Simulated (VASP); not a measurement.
CdTe:

```
CELL_PARAMETERS angstrom
0.00000 3.20500 3.20500
3.20500 0.00000 3.20500
3.20500 3.20500 0.00000
ATOMIC_POSITIONS crystal
Te 0.75000 0.75000 0.75000
Cd 0.00000 0.00000 0.00000
```

```yaml
Program: VASP 6.6.1
Task: relaxation of cell and atoms
Functional: r2SCAN
Potentials_or_basis: VASP PAW PBE potentials, release 64 (Te, Cd)
Cutoff: 550 eV
k_mesh: 7 × 7 × 7
Occupations: fermi-dirac, width 0.05 eV
Spin: no spin polarisation
```

At the start: pressure 3.3 GPa; volume 32.92 Å³/atom.

Q: How do energy, volume and symmetry change on relaxing?

A: Over 3 steps the energy falls by 23.5 meV/atom and the volume is 35.33 Å³/atom (+7.3 %); space group F-43m (No. 216, to 0.05 Å).

The path:
```csv
step,energy change (eV),largest force (eV/Å),pressure (GPa),volume (Å³)
1,0.0000,0.0000,3.35,65.84
2,-0.0407,0.0000,-1.02,72.62
3,-0.0471,0.0000,0.01,70.65
```

Final structure:
```yaml
crystal:
  lattice:
    - [0.00000, 3.28121, 3.28121]
    - [3.28121, 0.00000, 3.28121]
    - [3.28121, 3.28121, 0.00000]
  atoms:
    - { symbol: Te, position: [0.75000, 0.75000, 0.75000] }
    - { symbol: Cd, position: [0.00000, 0.00000, 0.00000] }
```

Caveat: the PAW data sets were made with another functional, which shifts forces and pressure a little.
